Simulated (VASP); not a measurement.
## Ge: relaxation of shape and atoms at fixed volume with PBEsol

Crystal: Ge.

```
Ge
1.0
    -2.48572    2.48572    1.35123
     2.48572   -2.48572    1.35123
     2.48572    2.48572   -1.35123
Ge
2
Direct
  0.25000 0.75000 0.50000
  0.50000 0.50000 0.00000
```

This cell differs from its parent crystal: volume scaled by 0.91.

```yaml
Program: VASP 6.6.1
Task: relaxation of shape and atoms at fixed volume
Functional: PBEsol
Potentials_or_basis: VASP PAW PBE potentials, release 64 (Ge_d)
Cutoff: 600 eV
k_mesh: 16 × 16 × 16
Occupations: gaussian, width 0.1 eV
Spin: no spin polarisation
Dipole_correction: no
Further_INCAR_settings: ALGO = Normal; EDIFF = 1e-07; IBRION = 2; EDIFFG = -0.01; NSW = 50; ISIF = 4
```

```
Energy gained by relaxing : 0.0 meV/atom
Ionic steps               : 2
Pressure after relaxing   : 9.4 GPa
Band gap on the k mesh    : zero (band 14 reaches 10.06 eV, above the bottom of band 15 at 4.07 eV)
```

Stress tensor (GPa, compression positive):
```
9.40 0.00 0.00
0.00 9.40 0.00
0.00 0.00 9.32
```

Final structure:
```xyz
2
Lattice="-2.4866 2.4866 1.3503 2.4866 -2.4866 1.3503 2.4866 2.4866 -1.3503" Properties=species:S:1:pos:R:3 pbc="T T T"
Ge    2.4866    0.0000    0.6751
Ge    2.4866    2.4866    0.0000
```

Levels at points of the mesh, in eV from the Fermi level:
```tsv
k point	band 12	band 13	band 14	band 15	band 16	band 17
(0.00, 0.00, 0.00)	-3.71	-2.67	-2.67	3.00	8.30	8.30
(0.50, 0.00, 0.00)	-6.90	-2.49	-2.29	-1.58	2.29	3.92
(0.50, 0.50, 0.00)	-11.27	0.57	0.57	2.15	2.15	8.17
(0.50, 0.50, 0.50)	-9.23	-6.66	-6.66	6.60	6.60	12.28
```

Run time: 4.4 min on 1 thread of Intel(R) Xeon(R) Platinum 8488C (Sapphire Rapids), with other jobs on the host, peak memory 0.33 GiB.

Caveat: the PAW data sets were made with another functional, which shifts forces and pressure a little.
